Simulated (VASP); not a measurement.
# Be16P in VASP: a series of runs, part 2 of 2

VASP 6.6.1. Earlier steps stand in the parts before.

## Step 3: Single point, PBEsol

File INCAR:

```
PREC     = Accurate       # precision mode
ENCUT    = 520            # plane-wave cutoff, eV
EDIFF    = 1E-7           # SCF threshold, eV
ISMEAR   = -1             # smearing method
SIGMA    = 0.15           # smearing width, eV
LREAL    = Auto         
LASPH    = T              # aspherical terms in the spheres
NELM     = 100            # most SCF steps
ALGO     = Normal         # electronic algorithm
ISIF     = 2              # what is computed and relaxed
LWAVE    = F              # write WAVECAR
LCHARG   = F              # write CHGCAR
GGA      = PS             # functional
NBANDS   = 32             # bands
```

File KPOINTS:

```
Automatic mesh
0
Gamma
  5 5 1
```

File POSCAR:

```
Be16P
1.0
    4.5800000000      0.0000000000      0.0000000000
    2.2900000000      3.9663960000      0.0000000000
    0.0000000000      0.0000000000     16.3826450000
Be P
16 1
Direct
   -0.1666666667      0.3333333333      0.0610402044
    0.3333333333      0.3333333333      0.0610402044
   -0.1666666667      0.8333333333      0.0610402044
    0.3333333333      0.8333333333      0.0610402044
   -0.0010849018     -0.0013140392      0.1749242567
    0.4998451389     -0.0038387493      0.1721761657
   -0.0036228623      0.4996470347      0.1721396026
    0.5000977799      0.4999402480      0.1733775590
   -0.1694621299      0.3266098493      0.2858669037
    0.3294109386      0.3291973368      0.2794858217
   -0.1649667757      0.8348082239      0.2852648641
    0.3269317790      0.8302486691      0.2859182385
    0.0111213378      0.0104424773      0.4042413176
    0.5062711208     -0.0088077439      0.3902329569
   -0.0083908319      0.5057480393      0.3901058712
    0.4891521308      0.4886123322      0.3968227963
    0.2940478236      1.2943069729      0.4924036992
```

Potentials or basis: VASP PAW PBE potentials, release 64 (Be, P).

Command:

```
$ cat potpaw_PBE.64/Be/POTCAR potpaw_PBE.64/P/POTCAR > POTCAR
$ mpirun -np 1 vasp_std > vasp.out
```

OUTCAR:

```text
PREC = Accurate
   ENCUT = 520
   EDIFF = 1E-7
   ISMEAR = -1
   LREAL = Auto
   LASPH = T
   NELM = 100
   ISIF = 2
   GGA = PS

 ion  position               nearest neighbor table
   1  0.833  0.333  0.061-   7 2.24   8 2.27   5 2.29   3 2.29   3 2.29   4 2.29   4 2.29   2 2.29
                             2 2.29
   2  0.333  0.333  0.061-   7 2.26   6 2.26   8 2.27   4 2.29   3 2.29   4 2.29   3 2.29   1 2.29
                             1 2.29
   3  0.833  0.833  0.061-   7 2.25   6 2.25   5 2.28   1 2.29   1 2.29   2 2.29   2 2.29   4 2.29
                             4 2.29
   4  0.333  0.833  0.061-   6 2.24   8 2.27   5 2.29   2 2.29   1 2.29   2 2.29   1 2.29   3 2.29
                             3 2.29
   5  0.999  0.999  0.175-  11 2.23   9 2.24  12 2.24   3 2.28   6 2.29   7 2.29   4 2.29   1 2.29
                             8 2.29   8 2.29   7 2.29   6 2.29
   6  0.500  0.996  0.172-  10 2.20   4 2.24   3 2.25   2 2.26   8 2.27   7 2.27  11 2.28   5 2.29
                             5 2.29  12 2.30   7 2.31   8 2.31
   7  0.996  0.500  0.172-  10 2.20   1 2.24   3 2.25   2 2.26   8 2.27   6 2.27  11 2.28   5 2.29
                             5 2.29   9 2.30   6 2.31   8 2.31
   8  0.500  0.500  0.173-  10 2.20   9 2.26  12 2.26   1 2.27   2 2.27   4 2.27   6 2.27   7 2.27
                             5 2.29   5 2.29   7 2.31   6 2.31
   9  0.831  0.327  0.286-  15 2.18   5 2.24  11 2.24   8 2.26  16 2.27  12 2.27  10 2.29  10 2.29
                             7 2.30  12 2.31  13 2.31  11 2.34
  10  0.329  0.329  0.279-   6 2.20   7 2.20   8 2.20  15 2.25  14 2.26  12 2.29   9 2.29  11 2.29
                            11 2.29   9 2.29  12 2.29  16 2.30
  11  0.835  0.835  0.285-  15 2.16  14 2.16   5 2.23   9 2.24  12 2.24   6 2.28   7 2.28  10 2.29
                            10 2.29  12 2.34   9 2.34
  12  0.327  0.830  0.286-  14 2.18   5 2.24  11 2.24   8 2.26  16 2.27   9 2.27  10 2.29  10 2.29
                             6 2.30   9 2.31  13 2.31  11 2.34
  13  0.011  0.010  0.404-  14 2.24  15 2.24  16 2.30  16 2.30  12 2.31   9 2.31  14 2.37  15 2.37
                            17 2.67
  14  0.506  0.991  0.390-  17 2.08  11 2.16  12 2.18  15 2.22  13 2.24  16 2.24  10 2.26  16 2.34
                            15 2.36  13 2.37
  15  0.992  0.506  0.390-  17 2.08  11 2.16   9 2.18  14 2.22  13 2.24  16 2.24  10 2.25  16 2.34
                            14 2.36  13 2.37
  16  0.489  0.489  0.397-  17 2.20  14 2.24  15 2.24  12 2.27   9 2.27  13 2.30  13 2.30  10 2.30
                            15 2.34  14 2.34
  17  0.294  0.294  0.492-  15 2.08  14 2.08  16 2.20  13 2.67
[... 190 lines left out ...]
 NGX is ok and might be reduce to    36
   NGX = 17   NGY = 17   NGZ = 61

 number of electron      37.0000000 magnetization

 Free energy of the ion-electron system (eV)
  ---------------------------------------------------
  ext. energy  EPLUGINS =         0.00000000
  ---------------------------------------------------
  free energy    TOTEN  =       -65.80426908 eV

  energy without entropy =      -65.50283137  energy(sigma->0) =      -65.65355022

 E-fermi :   0.5870     XC(G=0):  -6.3916

 val. band max:        0.5739532187   @ k =   0.2000   0.2000   0.0000
 cond. band min:       0.7141988117   @ k =   0.0000   0.4000   0.0000
 fundamental gap:      0.1402455931
 Fermi energy:         0.5870295600

 k-point     1 :       0.0000    0.0000    0.0000
  band No.  band energies     occupation
      1     -10.4018      2.00000
      2      -9.4691      2.00000
      3      -7.9485      2.00000
      4      -5.8570      2.00000
      5      -3.6370      2.00000
      6      -3.5617      2.00000
[... 418 lines left out ...]
     29       5.8837      0.00000
     30       6.1219      0.00000
 [bands above 30 left out]

------------------------ aborting loop because EDIFF is reached ----------------------------------------

  FORCE on cell =-STRESS in cart. coord.  units (eV):
  Direction    XX          YY          ZZ          XY          YZ          ZX
  --------------------------------------------------------------------------------------
  -------------------------------------------------------------------------------------
  Total      -10.2833979     -8.5952423      0.2344165     -1.4773668      0.2907295      0.4722016
  in kB      -55.3607101    -46.2725182      1.2619822     -7.9534097      1.5651432      2.5420988
  external PRESSURE =     -33.4570820 kB  Pullay stress =       0.0000000 kB

 VOLUME and BASIS-vectors are now :
 -----------------------------------------------------------------------------
  energy-cutoff  :      520.00
  volume of cell :      297.61
      direct lattice vectors                 reciprocal lattice vectors
     4.580000000  0.000000000  0.000000000     0.218340611 -0.126059022  0.000000000
     2.290000000  3.966396000  0.000000000     0.000000000  0.252118044  0.000000000
     0.000000000  0.000000000 16.382645000     0.000000000  0.000000000  0.061040204

 POSITION                                       TOTAL-FORCE (eV/Angst)
 -----------------------------------------------------------------------------------
      4.58000      1.32213      1.00000        -0.086572     -0.028995      0.054591
      2.29000      1.32213      1.00000         0.036568      0.019245     -0.204459
      5.72500      3.30533      1.00000         0.038270      0.021994      0.051512
      3.43500      3.30533      1.00000        -0.066737     -0.061386      0.055965
      6.86202      3.96118      2.86572         0.001400      0.001292      0.001989
      4.57050      3.95117      2.82070         0.000509      0.001473      0.001282
[... 9 lines left out ...]
      3.35924      1.93803      6.50101         0.016933      0.010289     -0.005586
      2.02070      1.16734      8.06688         0.046231      0.025881      0.016969
 -----------------------------------------------------------------------------------
    total drift:                               -0.001363     -0.001264     -0.000021

  FREE ENERGIE OF THE ION-ELECTRON SYSTEM (eV)
  ---------------------------------------------------
  free  energy   TOTEN  =       -65.8042690752 eV

  energy  without entropy=      -65.5028313745  energy(sigma->0) =      -65.65355022
```

Run time: 5 min. Hardware: 1 thread of Intel Xeon Platinum 8259CL at 2.50GHz (Skylake/Cascade Lake), shared host; peak memory 0.42 GiB.

Results:

| Item | Value |
| --- | --- |
| Free energy | -65.8043 eV |
| Largest force | 0.209 eV/Å |

Forces on the atoms (eV/Å):
```
Be  -0.087 -0.029  0.055
Be   0.037  0.019 -0.204
Be   0.038  0.022  0.052
Be  -0.067 -0.061  0.056
Be   0.001  0.001  0.002
Be   0.001  0.001  0.001
Be   0.001  0.000  0.004
Be   0.001  0.001 -0.001
Be   0.003  0.003  0.002
Be   0.003  0.000  0.001
Be   0.000  0.000 -0.003
Be   0.004  0.001  0.000
Be  -0.004  0.000  0.020
Be   0.005 -0.003 -0.001
Be   0.001  0.007  0.005
Be   0.017  0.010 -0.006
P    0.046  0.026  0.017
```

Levels at points of the mesh, in eV from the Fermi level:
| k point | band 16 | band 17 | band 18 | band 19 | band 20 | band 21 |
| --- | --- | --- | --- | --- | --- | --- |
| (0.00, 0.00, 0.00) | -1.99 | -1.93 | -1.85 | -1.34 | -0.51 | 1.56 |

Caveat: the PAW data sets were made with another functional, which shifts forces and pressure a little.
